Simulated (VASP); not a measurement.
# Al (Fm-3m) in VASP: further runs, part 2 of 3

VASP 6.6.1. Earlier steps stand in the parts before.

## (4) Single point, r2SCAN0

This run uses another cell than the first one, of 16.27 Å³/atom, 1.043 times its volume.

POSCAR reads:

```
Al
1.0
    0.0000000000      2.0112152952      2.0112152952
    2.0112152952      0.0000000000      2.0112152952
    2.0112152952      2.0112152952      0.0000000000
Al
1
Direct
    0.0000000000      0.0000000000      0.0000000000
```

INCAR.step1 reads:

```
  ALGO = Normal
  EDIFF = 1E-5
  ENCUT = 520
  GGA = PE
  ISIF = 2
  ISMEAR = -1
  LASPH = True
  LCHARG = False
  LREAL = False
  LWAVE = True
  NBANDS = 8
  NELM = 60
  PREC = Accurate
  SIGMA = 0.05
```

INCAR.step2 reads:

```
  AEXX = 0.25
  ALGO = Normal
  EDIFF = 1E-6
  ENCUT = 520
  ISIF = 2
  ISMEAR = -1
  ISTART = 1
  LASPH = True
  LCHARG = False
  LHFCALC = True
  LMIXTAU = True
  LREAL = False
  LWAVE = False
  METAGGA = R2SCAN
  NBANDS = 8
  NELM = 60
  PREC = Accurate
  PRECFOCK = Normal
  SIGMA = 0.05
```

KPOINTS reads:

```
k-points
0
Gamma
  6 6 6
```

Potentials or basis: VASP PAW PBE potentials, release 64 (Al).

On the command line:

```sh
$ cat potpaw_PBE.64/Al/POTCAR > POTCAR
$ cp INCAR.step1 INCAR
$ mpirun -np 1 vasp_std > vasp.out
$ cp INCAR.step2 INCAR
$ mpirun -np 1 vasp_std > vasp.out
```

OUTCAR:

```text
AEXX = 0.25
   EDIFF = 1E-6
   ENCUT = 520
   ISIF = 2
   ISMEAR = -1
   ISTART = 1
   LASPH = True
   LHFCALC = True
   LREAL = False
   METAGGA = R2SCAN
   NELM = 60
   PREC = Accurate
   PRECFOCK = Normal

 ion  position               nearest neighbor table
   1  0.000  0.000  0.000-

  LATTYP: Found a face centered cubic cell.
 ALAT       =     4.0224305904

  Lattice vectors:

 A1 = (   0.0000000000,   2.0112152952,   2.0112152952)
 A2 = (   2.0112152952,   0.0000000000,   2.0112152952)
 A3 = (   2.0112152952,   2.0112152952,   0.0000000000)

Analysis of symmetry for initial positions (statically):
=====================================================================
 Subroutine PRICEL returns:
 Original cell was already a primitive cell.

 Routine SETGRP: Setting up the symmetry group for a
 face centered cubic supercell.

 Subroutine GETGRP returns: Found 48 space group operations
[... 9 lines left out ...]

 Routine SETGRP: Setting up the symmetry group for a
 face centered cubic supercell.

 Subroutine GETGRP returns: Found 48 space group operations
 (whereof 48 operations were pure point group operations)
 out of a pool of 48 trial point group operations.

The dynamic configuration has the point symmetry O_h .

 Subroutine INISYM returns: Found 48 space group operations
 (whereof 48 operations are pure point group operations),
 and found     1 'primitive' translations

----------------------------------------------------------------------------------------

                                     Primitive cell

  volume of cell :      16.2707

  direct lattice vectors                    reciprocal lattice vectors
     0.000000000  2.011215295  2.011215295    -0.248605906  0.248605906  0.248605906
     2.011215295  0.000000000  2.011215295     0.248605906 -0.248605906  0.248605906
     2.011215295  2.011215295  0.000000000     0.248605906  0.248605906 -0.248605906

  length of vectors
     2.844287947  2.844287947  2.844287947     0.430598060  0.430598060  0.430598060

  position of ions in fractional coordinates (direct lattice)
     0.000000000  0.000000000  0.000000000

  ion indices of the primitive-cell ions
   primitive index   ion index
                 1           1

----------------------------------------------------------------------------------------

 KPOINTS: k-points

Automatic generation of k-mesh.
 Grid dimensions read from file:
 generate k-points for:    6    6    6

 Generating k-lattice:

  Cartesian coordinates                     Fractional coordinates (reciprocal lattice)
    -0.041434318  0.041434318  0.041434318     0.166666667  0.000000000  0.000000000
     0.041434318 -0.041434318  0.041434318     0.000000000  0.166666667  0.000000000
     0.041434318  0.041434318 -0.041434318     0.000000000  0.000000000  0.166666667

  Length of vectors
     0.071766343  0.071766343  0.071766343

  Shift w.r.t. Gamma in fractional coordinates (k-lattice)
     0.000000000  0.000000000  0.000000000

 Subroutine IBZKPT returns following result:
 ===========================================

 Found     16 irreducible k-points:

 Following reciprocal coordinates:
            Coordinates               Weight
  0.000000  0.000000  0.000000      1.000000
  0.166667  0.000000  0.000000      8.000000
  0.333333  0.000000  0.000000      8.000000
  0.500000  0.000000  0.000000      4.000000
  0.166667  0.166667  0.000000      6.000000
  0.333333  0.166667  0.000000     24.000000
[... 8 lines left out ...]
 -0.333333  0.333333  0.166667     24.000000
 -0.333333  0.500000  0.166667     12.000000
   k-points           NKPTS =     16   k-points in BZ     NKDIM =    216   number of bands    NBANDS=      8
   number of dos      NEDOS =    301   number of ions     NIONS =      1
   total plane-waves  NPLWV =  13824
   dimension x,y,z NGX =    24 NGY =   24 NGZ =   24
   dimension x,y,z NGXF=    48 NGYF=   48 NGZF=   48
   ions per type =               1
   NGX,Y,Z   is equivalent  to a cutoff of  14.03, 14.03, 14.03 a.u.
   NGXF,Y,Z  is equivalent  to a cutoff of  28.06, 28.06, 28.06 a.u.
 SYSTEM =  unknown system
   PREC   = accura    normal or accurate (medium, high low for compatibility)
   ISTART =      1    job   : 0-new  1-cont  2-samecut
   ICHARG =      0    charge: 1-file 2-atom 10-const
   ISPIN  =      1    spin polarized calculation?
   LNONCOLLINEAR =      F non collinear calculations
   LSORBIT =      F    spin-orbit coupling
   LASPH  =      T    aspherical Exc in radial PAW
   ENCUT  =  520.0 eV  38.22 Ry    6.18 a.u.   5.29  5.29  5.29*2*pi/ulx,y,z
   NELM   =     60;   NELMIN=  2; NELMDL=  0     # of ELM steps
   EDIFF  = 0.1E-05   stopping-criterion for ELM
   LREAL  =      F    real-space projection
   EDIFFG = 0.1E-04   stopping-criterion for IOM
   NSW    =      0    number of steps for IOM
   IBRION =     -1    ionic relax: 0-MD 1-quasi-New 2-CG
   NFREE  =      0    steps in history (QN), initial steepest desc. (CG)
   ISIF   =      2    stress and relaxation
   ISYM   =      3    0-nonsym 1-usesym 2-fastsym
   POTIM  = 0.5000    time-step for ionic-motion
   TEBEG  =    0.0;   TEEND  =   0.0 temperature during run
   PSTRESS=    0.0 pullay stress
   NELECT =       3.0000    total number of electrons
   NUPDOWN=      -1.0000    fix difference up-down
   EMIN   =  10.00;   EMAX   =-10.00  energy-range for DOS
   EFERMI =   0.00;   METHOD = LEGACY
   ISMEAR =    -1;   SIGMA  =   0.05  broadening in eV -4-tet -1-fermi 0-gaus
   EFERMI_NEDOS =   21; number of points for ismear=-14 and -15
   IALGO  =     38    algorithm
   IMIX   =      1    mixing-type and parameters
     AMIX     =   0.40;   BMIX     =  1.00
     AMIX_MAG =   1.60;   BMIX_MAG =  1.00
  volume/ion in A,a.u.               =      16.27       109.80
  Fermi-wavevector in a.u.,A,eV,Ry     =   0.931780  1.760809 11.812767  0.868214
  Thomas-Fermi vector in A             =   2.058309
   LORBIT       =      0    0 simple, 1 ext, 2 COOP (PROOUT), +10 PAW based schemes
   METAGGA = R2SCAN    functional components
   LHFCALC =     T    Hartree Fock is set to
   PRECFOCK=normal    Normal, Fast or Accurate (Low or Medium for compatibility)
   ENCUT4O =  -1.0   cutoff for four orbital integrals eV
   NKREDX  =     1    reduce k-point grid by
   NKREDY  =     1    reduce k-point grid by
   NKREDZ  =     1    reduce k-point grid by
   AEXX    =    0.2500 exact exchange contribution
   HFSCREEN=    0.0000 screening length (either q_TF or 0.3 A-1)
   HFSCREENC=   0.0000 screening length for correlation (either q_TF or 0.3 A-1)
   ENCUTFOCK=  -1.0 apply spherical cutoff to Coloumb kernel
   IVDW    =     0    specifies the selected vdW correction
   LEPSILON=     F    determine dielectric tensor
   LRPA    =     F    only Hartree local field effects (RPA)
 non-spin polarized calculation
  energy-cutoff  :      520.00
  volume of cell :       16.27
 maximum number of plane-waves:       447
 NGX is ok and might be reduce to    24
  NGX = 16; NGY = 16; NGZ = 16

 number of electron       3.0000000 magnetization

 Free energy of the ion-electron system (eV)
  ---------------------------------------------------
  ext. energy  EPLUGINS =         0.00000000
  ---------------------------------------------------
  free energy    TOTEN  =        -6.77269321 eV

  energy without entropy =       -6.76885157  energy(sigma->0) =       -6.77077239

 E-fermi :   8.7453     XC(G=0):  -8.4680

 val. band max:        7.0816355474   @ k =  -0.3333   0.5000   0.1667
 cond. band min:       8.7625425595   @ k =  -0.3333   0.3333   0.0000
 fundamental gap:      1.6809070121
 Fermi energy:         8.7453316488

 k-point     1 :       0.0000    0.0000    0.0000
  band No.  band energies     occupation
      1      -5.5212      2.00000
      2      22.7467      0.00000
      3      22.7467      0.00000
      4      22.7467      0.00000
      5      24.5641      0.00000
      6      24.5641      0.00000
      7      24.5641      0.00000
      8      26.5886      0.00000
[... 155 lines left out ...]
 k-point    16 :      -0.3333    0.5000    0.1667
  band No.  band energies     occupation
      1       5.3638      2.00000
      2       7.0816      2.00000
      3       9.3944      0.00000
      4      11.4352      0.00000
      5      21.9941      0.00000
      6      24.1335      0.00000
      7      30.7433      0.00000
      8      31.9942      0.00000

------------------------ aborting loop because EDIFF is reached ----------------------------------------

  FORCE on cell =-STRESS in cart. coord.  units (eV):
  Direction    XX          YY          ZZ          XY          YZ          ZX
  --------------------------------------------------------------------------------------
  -------------------------------------------------------------------------------------
  Total       -0.1293955     -0.1293955     -0.1293955      0.0000000      0.0000000      0.0000000
  in kB      -12.7416022    -12.7416022    -12.7416022      0.0000000      0.0000000      0.0000000
  external PRESSURE =     -12.7416022 kB  Pullay stress =       0.0000000 kB

 VOLUME and BASIS-vectors are now :
 -----------------------------------------------------------------------------
  energy-cutoff  :      520.00
  volume of cell :       16.27
      direct lattice vectors                 reciprocal lattice vectors
     0.000000000  2.011215295  2.011215295    -0.248605906  0.248605906  0.248605906
     2.011215295  0.000000000  2.011215295     0.248605906 -0.248605906  0.248605906
     2.011215295  2.011215295  0.000000000     0.248605906  0.248605906 -0.248605906

 POSITION                                       TOTAL-FORCE (eV/Angst)
 -----------------------------------------------------------------------------------
      0.00000      0.00000      0.00000         0.000000      0.000000      0.000000
 -----------------------------------------------------------------------------------
    total drift:                                0.000000     -0.000000      0.000000

  FREE ENERGIE OF THE ION-ELECTRON SYSTEM (eV)
  ---------------------------------------------------
  free  energy   TOTEN  =        -6.7726932134 eV

  energy  without entropy=       -6.7688515709  energy(sigma->0) =       -6.77077239
```

OUTCAR.step1:

```text
EDIFF = 1E-5
   ENCUT = 520
   GGA = PE
   ISIF = 2
   ISMEAR = -1
   LASPH = True
[... 380 lines left out ...]

 POSITION                                       TOTAL-FORCE (eV/Angst)
 -----------------------------------------------------------------------------------
      0.00000      0.00000      0.00000        -0.000000     -0.000000     -0.000000
 -----------------------------------------------------------------------------------
    total drift:                                0.000000     -0.000000     -0.000000

  FREE ENERGIE OF THE ION-ELECTRON SYSTEM (eV)
  ---------------------------------------------------
  free  energy   TOTEN  =        -3.8119972837 eV

  energy  without entropy=       -3.8072018284  energy(sigma->0) =       -3.80959956
```

OSZICAR.step1:

```text
N       E                     dE             d eps       ncg     rms          rms(c)
DAV:   1    -0.244895720675E+01   -0.24490E+01   -0.91119E+02   256   0.210E+02
DAV:   2    -0.383054355342E+01   -0.13816E+01   -0.13805E+01   384   0.192E+01
DAV:   3    -0.383451825524E+01   -0.39747E-02   -0.39732E-02   320   0.129E+00
DAV:   4    -0.383452653584E+01   -0.82806E-05   -0.82810E-05   408   0.504E-02
DAV:   5    -0.383452654041E+01   -0.45716E-08   -0.50391E-08   320   0.581E-04    0.130E+00
DAV:   6    -0.382143239631E+01    0.13094E-01   -0.15962E-03   352   0.187E-01    0.754E-01
DAV:   7    -0.381200293972E+01    0.94295E-02   -0.47555E-03   320   0.302E-01    0.147E-01
DAV:   8    -0.381199728368E+01    0.56560E-05   -0.12373E-05   360   0.249E-02
   1 F= -.38119973E+01 E0= -.38095996E+01  d E =-.479546E-02
```

Run time: 1.9 min. Hardware: 1 thread of AMD EPYC 9R45 (Zen 5), shared host; peak memory 0.1 GiB.

Results:

```
Free energy : -6.7727 eV
Pressure    : -1.3 GPa
```

Caveat: the k points lie up to 0.45 Å⁻¹ apart; the PAW data sets were made with another functional, which shifts forces and pressure a little.

## (5) Single point, r2SCAN0

This run uses another cell than the first one, of 16.93 Å³/atom, 1.085 times its volume.

POSCAR reads:

```
Al
1.0
    0.0000000000      2.0382146954      2.0382146954
    2.0382146954      0.0000000000      2.0382146954
    2.0382146954      2.0382146954      0.0000000000
Al
1
Direct
    0.0000000000      0.0000000000      0.0000000000
```

INCAR.step1 reads:

```
  PREC = Accurate
  ENCUT = 520
  EDIFF = 1E-5
  ISMEAR = -1
  SIGMA = 0.05
  LREAL = False
  LASPH = True
  NELM = 60
  ALGO = Normal
  ISIF = 2
  LWAVE = True
  LCHARG = False
  NBANDS = 8
  GGA = PE
```

INCAR.step2 reads:

```
  PREC = Accurate
  ENCUT = 520
  EDIFF = 1E-6
  ISMEAR = -1
  SIGMA = 0.05
  LREAL = False
  LASPH = True
  NELM = 60
  ALGO = Normal
  ISIF = 2
  LWAVE = False
  LCHARG = False
  METAGGA = R2SCAN
  LHFCALC = True
  AEXX = 0.25
  LMIXTAU = True
  PRECFOCK = Normal
  NBANDS = 8
  ISTART = 1
```

KPOINTS reads:

```
Automatic mesh
0
Gamma
  6 6 6
```

On the command line:

```sh
$ cat potpaw_PBE.64/Al/POTCAR > POTCAR
$ cp INCAR.step1 INCAR
$ mpirun -np 1 vasp_std > vasp.out
$ cp INCAR.step2 INCAR
$ mpirun -np 1 vasp_std > vasp.out
```

It took 2.3 min on 1 thread of AMD EPYC 9R45 (Zen 5), shared host; peak memory 0.11 GiB.

Results (log left out):

```
Free energy : -6.7606 eV
Pressure    : -4.4 GPa
```

Levels at points of the mesh, in eV from the Fermi level:
```tsv
k point	band 1	band 2	band 3	band 4	band 5
(0.00, 0.00, 0.00)	-13.88	13.84	13.84	13.84	15.34
(0.50, 0.00, 0.00)	-6.35	-5.98	12.51	12.51	12.56
(0.50, 0.50, 0.00)	-4.31	-2.66	5.89	6.22	6.22
```

Caveat: the k points lie up to 0.44 Å⁻¹ apart; the PAW data sets were made with another functional, which shifts forces and pressure a little.

(Continued in part 3 of 3.)
